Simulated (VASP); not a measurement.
# AgCl: single point with PBE

Crystal: AgCl.

```
CELL_PARAMETERS angstrom
0.00000 2.68996 2.77315
2.77315 0.00000 2.77315
2.77315 2.68996 0.00000
ATOMIC_POSITIONS crystal
Ag 0.50000 0.50000 0.50000
Cl 0.00000 0.00000 0.00000
```

This cell differs from its parent crystal: strain -0.0300 x Voigt [0, 1, 0, 0, 0, 0].

* Program: VASP 6.6.1
* Task: single point
* Functional: PBE
* Potentials or basis: VASP PAW PBE potentials, release 64 (Ag, Cl)
* Cutoff: 520 eV
* k mesh: 8 × 8 × 8
* Occupations: gaussian, width 0.05 eV
* Spin: no spin polarisation

The pressure is 3.2 GPa and the band gap on the k mesh is 0.81 eV (least direct gap 3.28 eV).

Stress tensor (GPa, compression positive):
```
2.85 0.00 0.00
0.00 3.91 0.00
0.00 0.00 2.85
```

Levels at points of the mesh, in eV from the valence-band top:
| k point | band 7 | band 8 | band 9 | band 10 | band 11 | band 12 |
| --- | --- | --- | --- | --- | --- | --- |
| (0.00, 0.00, 0.00) | -2.61 | -2.51 | -2.51 | 0.81 | 10.72 | 10.72 |
| (0.50, 0.00, 0.00) | -1.94 | -0.19 | 0.00 | 4.06 | 6.62 | 7.36 |
| (0.50, 0.50, 0.00) | -2.15 | -2.13 | -2.04 | 2.25 | 7.95 | 8.53 |
| (0.50, 0.00, 0.50) | -2.15 | -2.15 | -2.03 | 2.22 | 7.76 | 8.84 |

Wall time 22 s on 1 thread of Intel(R) Xeon(R) Platinum 8488C (Sapphire Rapids), on a shared host, peak memory 0.19 GiB.

Caveat: the cell differs from its parent crystal (strain -0.0300 x Voigt [0, 1, 0, 0, 0, 0]); the cell stands under pressure. A k mesh can miss the band edges.
